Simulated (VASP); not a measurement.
Set up this calculation in VASP 6.6.1, as the native input.

| Property | Result |
| --- | --- |
| Task | single point |
| Functional | PBE |
| Potentials or basis | VASP PAW PBE potentials, release 64 (Ta_pv, O) |
| Cutoff | 520 eV |
| k mesh | 4 × 4 × 1 |
| Occupations | gaussian, width 0.1 eV |
| Spin | no spin polarisation |
| Dipole correction | yes |
| Further INCAR settings | LREAL = Auto; ALGO = Normal; EDIFF = 1e-06; NBANDS = 105 |

The structure of Ta16O lies in POSCAR:

```
Ta16O
1.0
    6.6379342675      0.0000000000      0.0000000000
    0.0000000000      6.6379342675      0.0000000000
    0.0000000000      0.0000000000     20.2996557315
Ta O
16 1
Direct
    0.2500000000      0.2500000000      0.1970476767
    0.2500000000      0.7500000000      0.1970476767
    0.7500000000      0.2500000000      0.1970476767
    0.7500000000      0.7500000000      0.1970476767
    0.0000000000      0.0000000000      0.2787970221
    0.0000000000      0.5000000000      0.2787970221
    0.5000000000      0.0000000000      0.2787970221
    0.5000000000      0.5000000000      0.2787970221
    0.2500000000      0.2500000000      0.3599139031
    0.2500000000      0.7500000000      0.3599139031
    0.7500000000      0.2500000000      0.3599139031
    0.7500000000      0.7500000000      0.3599139031
    0.0000000000      0.0000000000      0.4334879294
    0.0000000000      0.5000000000      0.4334879294
    0.5000000000      0.0000000000      0.4334879294
    0.5000000000      0.5000000000      0.4334879294
    0.0000000000      0.0000000000      0.5212281747
```

The input as run:

INCAR

```
PREC = Accurate
ENCUT = 520
EDIFF = 1E-6
ISMEAR = 0
SIGMA = 0.1
LREAL = Auto
LASPH = T
NELM = 80
ALGO = Normal
ISIF = 2
LWAVE = F
LCHARG = T
LDIPOL = T
IDIPOL = 3
DIPOL = 0.5 0.5 0.329
GGA = PE
LELF = T
LVHAR = T
LVACPOTAV = T
NBANDS = 105
```

KPOINTS

```
regular mesh
0
Gamma
  4 4 1
```

Potentials or basis: VASP PAW PBE potentials, release 64 (Ta_pv, O).

The run is started by

```console
$ cat potpaw_PBE.64/Ta_pv/POTCAR potpaw_PBE.64/O/POTCAR > POTCAR
$ mpirun -np 1 vasp_std > vasp.out
```

Results of the run:

- Largest force: 2.583 eV/Å
- Band gap on the k mesh: zero (bands 91 and 92 overlap by 0.77 eV)

Caveat: spin-orbit coupling is left out, which moves the levels of the heavy elements.

Wall time 15 min on 1 thread of Intel(R) Xeon(R) 6975P-C (Granite Rapids), with other jobs on the host, peak memory 0.96 GiB.
